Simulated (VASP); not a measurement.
# Si3C (P6_3/mmc) in VASP: further runs, part 2 of 2

VASP 6.6.1. Earlier steps stand in the parts before.

**3. Relaxation of cell and atoms, PBE**

This run uses another cell than the first one, of 12.70 Å³/atom, 1.003 times its volume.

File INCAR:

```
SYSTEM = Si3C
ALGO     = Normal         ! electronic algorithm
EDIFF    = 1E-6           ! SCF threshold, eV
EDIFFG   = -0.01          ! ionic threshold
ENCUT    = 600            ! plane-wave cutoff, eV
GGA      = PE             ! functional
IBRION   = 2              ! ionic algorithm
ISIF     = 3              ! what is computed and relaxed
ISMEAR   = 0              ! smearing method
LASPH    = .TRUE.         ! aspherical terms in the spheres
LCHARG   = .FALSE.        ! write CHGCAR
LREAL    = .FALSE.        ! projectors in reciprocal space
LWAVE    = .FALSE.        ! write WAVECAR
NELM     = 100            ! most SCF steps
NSW      = 100            ! ionic steps
PREC     = Accurate       ! precision mode
SIGMA    = 0.1            ! smearing width, eV
```

File KPOINTS:

```
k-points
0
G
  9 9 14
  0 0 0
```

File POSCAR:

```
Si3C
1.0
    6.5855820103      0.0000000000      0.0000000000
   -3.2927910051      5.7032813196      0.0000000000
    0.0000000000      0.0000000000      2.7044754756
Si C
6 2
Direct
    0.3967262576      0.1983631288      0.7500000000
    0.8016368712      0.1983631288      0.7500000000
    0.8016368712      0.6032737424      0.7500000000
    0.6032737424      0.8016368712      0.2500000000
    0.1983631288      0.8016368712      0.2500000000
    0.1983631288      0.3967262576      0.2500000000
    0.6666666667      0.3333333333      0.2500000000
    0.3333333333      0.6666666667      0.7500000000
```

Potentials or basis: VASP PAW PBE potentials, release 64 (Si, C).

On the command line:

```bash
$ cat potpaw_PBE.64/Si/POTCAR potpaw_PBE.64/C/POTCAR > POTCAR
$ mpirun -np 1 vasp_std > vasp.out
```

OUTCAR:

```text
SYSTEM = Si3C
   EDIFF = 1E-6
   EDIFFG = -0.01
   ENCUT = 600
   GGA = PE
   IBRION = 2
   ISIF = 3
   ISMEAR = 0
   LASPH = .TRUE.
   LREAL = .FALSE.
   NELM = 100
   NSW = 100
   PREC = Accurate

 ion  position               nearest neighbor table
   1  0.397  0.198  0.750-   7 2.05   7 2.05   6 2.64   6 2.64   5 2.64   5 2.64   2 2.67   3 2.67

   2  0.802  0.198  0.750-   7 2.05   7 2.05   4 2.64   4 2.64   6 2.64   6 2.64   3 2.67   1 2.67

   3  0.802  0.603  0.750-   7 2.05   7 2.05   4 2.64   4 2.64   5 2.64   5 2.64   2 2.67   1 2.67

   4  0.603  0.802  0.250-   8 2.05   8 2.05   3 2.64   3 2.64   2 2.64   2 2.64   5 2.67   6 2.67

   5  0.198  0.802  0.250-   8 2.05   8 2.05   1 2.64   1 2.64   3 2.64   3 2.64   6 2.67   4 2.67

   6  0.198  0.397  0.250-   8 2.05   8 2.05   1 2.64   1 2.64   2 2.64   2 2.64   5 2.67   4 2.67

   7  0.667  0.333  0.250-   2 2.05   2 2.05   3 2.05   3 2.05   1 2.05   1 2.05
   8  0.333  0.667  0.750-   5 2.05   5 2.05   6 2.05   6 2.05   4 2.05   4 2.05
[... 546 lines left out ...]

 E-fermi :   9.7022     XC(G=0): -11.1629

 val. band max:        9.6918140163   @ k =   0.3333   0.0000   0.2143
 cond. band min:       9.7084030066   @ k =   0.2222   0.0000   0.0000
 fundamental gap:      0.0165889904
 Fermi energy:         9.7022217912

 k-point     1 :       0.0000    0.0000    0.0000
  band No.  band energies     occupation
      1      -6.7911      2.00000
      2      -5.2420      2.00000
      3      -0.9746      2.00000
      4      -0.9746      2.00000
      5      -0.8130      2.00000
      6      -0.8130      2.00000
[... 565 lines left out ...]
     20      13.5354      0.00000
     21      13.5354      0.00000

 [... further k-points ...]

------------------------ aborting loop because EDIFF is reached ----------------------------------------

  FORCE on cell =-STRESS in cart. coord.  units (eV):
  Direction    XX          YY          ZZ          XY          YZ          ZX
  --------------------------------------------------------------------------------------
  -------------------------------------------------------------------------------------
  Total        0.0107305      0.0107305      0.0030640      0.0000000     -0.0000000      0.0000000
  in kB        0.1698888      0.1698888      0.0485094      0.0000000     -0.0000000      0.0000000
  external PRESSURE =       0.1294290 kB  Pullay stress =       0.0000000 kB
[... 23 lines left out ...]
  FREE ENERGIE OF THE ION-ELECTRON SYSTEM (eV)
  ---------------------------------------------------
  free  energy   TOTEN  =       -45.5614906434 eV

  energy  without entropy=      -45.5516389472  energy(sigma->0) =      -45.55656480

 reached required accuracy - stopping structural energy minimisation
```

OSZICAR:

```text
N       E                     dE             d eps       ncg     rms          rms(c)
DAV:   1     0.101441685859E+03    0.10144E+03   -0.15042E+04  4032   0.149E+03
DAV:   2    -0.383331178628E+02   -0.13977E+03   -0.13381E+03  5135   0.216E+02
[... 70 lines left out ...]
   8 F= -.45561392E+02 E0= -.45556424E+02  d E =-.461543E-04
       N       E                     dE             d eps       ncg     rms          rms(c)
DAV:   1    -0.455615229659E+02   -0.13057E-03   -0.17688E-03  4697   0.267E-01    0.295E-02
DAV:   2    -0.455614962875E+02    0.26678E-04   -0.10438E-04  5304   0.616E-02    0.155E-02
DAV:   3    -0.455614917820E+02    0.45055E-05   -0.22941E-05  4825   0.261E-02    0.665E-03
DAV:   4    -0.455614905962E+02    0.11858E-05   -0.34162E-06  3829   0.102E-02    0.224E-03
DAV:   5    -0.455614906434E+02   -0.47188E-07   -0.93449E-07  2331   0.586E-03
   9 F= -.45561491E+02 E0= -.45556565E+02  d E =-.144502E-03
```

CONTCAR:

```text
Si3C
   1.00000000000000
     6.4971647451495453   -0.0000000000007693   -0.0000000000000000
    -3.2485823725261103    5.6267097218479734    0.0000000000000000
     0.0000000000000000    0.0000000000000000    2.7681470861244630
  Si              C
     6     2
Direct
     0.3923921224926830    0.1961960612463380    0.7500000000000000
     0.8038039387536619    0.1961960612463380    0.7500000000000000
     0.8038039387536619    0.6076078775073168    0.7500000000000000
     0.6076078775073168    0.8038039387536619    0.2500000000000000
     0.1961960612463380    0.8038039387536620    0.2500000000000000
     0.1961960612463380    0.3923921224926831    0.2500000000000000
     0.6666666667000030    0.3333333332999970    0.2500000000000000
     0.3333333332999970    0.6666666667000030    0.7500000000000000

  0.00000000E+00  0.00000000E+00  0.00000000E+00
  0.00000000E+00  0.00000000E+00  0.00000000E+00
  0.00000000E+00  0.00000000E+00  0.00000000E+00
  0.00000000E+00  0.00000000E+00  0.00000000E+00
  0.00000000E+00  0.00000000E+00  0.00000000E+00
  0.00000000E+00  0.00000000E+00  0.00000000E+00
  0.00000000E+00  0.00000000E+00  0.00000000E+00
  0.00000000E+00  0.00000000E+00  0.00000000E+00
```

Wall time 17 min (1 thread of Intel Xeon Platinum 8488C (Sapphire Rapids), shared host); peak memory 0.39 GiB.

Results:

* Free energy: -45.5615 eV
* Relaxed volume: 12.65 Å³/atom
* Relaxed cell: a = 6.497 Å, b = 6.497 Å, c = 2.768 Å, α = 90.00°, β = 90.00°, γ = 120.00°
* Space group after relaxing (to 0.05 Å): P6_3/mmc (No. 194)
* Energy gained by relaxing: 14.3 meV/atom
* Ionic steps: 9
* Pressure after relaxing: 0.0 GPa
* Largest force after relaxing: 0.003 eV/Å
* Band gap on the k mesh: zero (band 16 reaches 12.44 eV, above the bottom of band 17 at 8.19 eV)

Forces on the atoms (eV/Å):
```
Si   0.003  0.002  0.000
Si  -0.003  0.002  0.000
Si   0.000 -0.003  0.000
Si  -0.003 -0.002  0.000
Si   0.003 -0.002  0.000
Si   0.000  0.003  0.000
C    0.000  0.000  0.000
C    0.000  0.000  0.000
```

The path:
| step | energy change (eV) | largest force (eV/Å) | pressure (GPa) | volume (Å³) |
| --- | --- | --- | --- | --- |
| 1 | 0.0000 | 0.1816 | 1.34 | 101.58 |
| 2 | -0.0746 | 0.2119 | -1.68 | 103.06 |
| 3 | -0.0992 | 0.2140 | -0.77 | 102.57 |
| 4 | -0.0993 | 0.2138 | -0.80 | 102.59 |
| 5 | -0.1115 | 0.1027 | -0.34 | 101.79 |
| 6 | -0.1145 | 0.0134 | 0.05 | 101.18 |
| 7 | -0.1145 | 0.0084 | 0.08 | 101.15 |
| 8 | -0.1146 | 0.0140 | -0.04 | 101.24 |
| 9 | -0.1146 | 0.0034 | 0.01 | 101.20 |

Final structure:
```
Si C
1.0
     6.49716    0.00000    0.00000
    -3.24858    5.62671    0.00000
     0.00000    0.00000    2.76815
Si C
6 2
Cartesian
  1.9121 1.1039 2.0761
  4.5851 1.1039 2.0761
  3.2486 3.4188 2.0761
  1.3365 4.5228 0.6920
  -1.3365 4.5228 0.6920
  0.0000 2.2079 0.6920
  3.2486 1.8756 0.6920
  0.0000 3.7511 2.0761
```

Levels at points of the mesh, in eV from the Fermi level:
| k point | band 14 | band 15 | band 16 | band 17 | band 18 | band 19 |
| --- | --- | --- | --- | --- | --- | --- |
| (0.00, 0.00, 0.00) | -1.09 | -0.40 | 0.04 | 0.04 | 1.75 | 3.28 |
| (0.00, 0.00, 0.50) | -5.06 | -0.24 | -0.24 | -0.24 | -0.24 | 2.06 |

**4. Single point, PBE**

This run uses another cell than the first one, of 16.24 Å³/atom, 1.283 times its volume.

File INCAR:

```
  PREC = Accurate
  ENCUT = 520
  EDIFF = 1E-6
  ISMEAR = 0
  SIGMA = 0.1
  LREAL = F
  LASPH = T
  NELM = 100
  ALGO = Normal
  ISIF = 2
  LWAVE = F
  LCHARG = T
  GGA = PE
  LELF = T
  LVHAR = T
  NBANDS = 26
```

File KPOINTS:

```
regular mesh
0
Gamma
  3 3 4
```

File POSCAR:

```
Si3C
1.0
    5.9216623400      0.0000000000      0.0000000000
   -2.9608311700      5.1283100100      0.0000000000
    0.0000000000      0.0000000000      4.2779648000
Si C
6 2
Direct
    0.2692469100      0.1346234500      0.7500000000
    0.8653765500      0.1346234500      0.7500000000
    0.8653765500      0.7307530900      0.7500000000
    0.7307530900      0.8653765500      0.2500000000
    0.1346234500      0.8653765500      0.2500000000
    0.1346234500      0.2692469100      0.2500000000
    0.6666666700      0.3333333300      0.2500000000
    0.3333333300      0.6666666700      0.7500000000
```

On the command line:

```bash
$ cat potpaw_PBE.64/Si/POTCAR potpaw_PBE.64/C/POTCAR > POTCAR
$ mpirun -np 1 vasp_std > vasp.out
```

It took 29 s on 1 thread of Intel Xeon Platinum 8488C (Sapphire Rapids), shared host; peak memory 0.24 GiB.

The run converged. Its results:

```yaml
Free_energy: -35.6471 eV
Pressure: -3.7 GPa
Largest_force: 2.463 eV/Å
Band_gap_on_the_k_mesh: zero (band 16 reaches 7.91 eV, above the bottom of band 17 at 5.98 eV)
```

Forces in eV/Å, atoms in the order of the input:
```
Si   2.133  1.232  0.000
Si  -2.133  1.232  0.000
Si   0.000 -2.463  0.000
Si  -2.133 -1.232  0.000
Si   2.133 -1.232  0.000
Si   0.000  2.463  0.000
C    0.000  0.000  0.000
C    0.000  0.000  0.000
```

Stress tensor (GPa, compression positive):
```
-3.62  0.00  0.00
 0.00 -3.62  0.00
 0.00  0.00 -3.73
```

Levels at points of the mesh, in eV from the Fermi level:
| k point | band 14 | band 15 | band 16 | band 17 | band 18 | band 19 |
| --- | --- | --- | --- | --- | --- | --- |
| (0.00, 0.00, 0.00) | -0.77 | -0.77 | -0.70 | -0.30 | 0.02 | 0.02 |
| (0.00, 0.00, 0.50) | -3.57 | 1.63 | 1.63 | 1.63 | 1.63 | 1.78 |

Caveat: the k points lie up to 0.41 Å⁻¹ apart; forces of over 1 eV/Å act on the atoms, so gaps and moduli don't describe the material at rest.

**5. The runs side by side**

| task | cell | k mesh | cutoff (eV) | gap on the mesh (eV) | pressure (GPa) |
| --- | --- | --- | --- | --- | --- |
| single point | a = 6.500, b = 6.500, c = 2.768 Å, angles 90.0, 90.0, 120.0°, 8 atoms | 9 × 9 × 14 | 520 | none | 0.0 |
| relaxation of cell and atoms | relaxed from a = 6.586, b = 6.586, c = 2.704 Å, angles 90.0, 90.0, 120.0°, 8 atoms | 9 × 9 × 14 | 600 | none | 0.0 |
| single point | a = 5.922, b = 5.922, c = 4.278 Å, angles 90.0, 90.0, 120.0°, 8 atoms | 3 × 3 × 4 | 520 | none | -3.7 |

Alike in all rows: level PBE; potentials or basis VASP PAW PBE potentials, release 64 (Si, C); no spin polarisation; smearing gaussian 0.1 eV.

Caveats: some runs use coarse meshes; forces of over 1 eV/Å act on the atoms, so gaps and moduli don't describe the material at rest (some runs).

Total energies depend on the potentials used, so only differences within one code and one set of settings carry meaning.
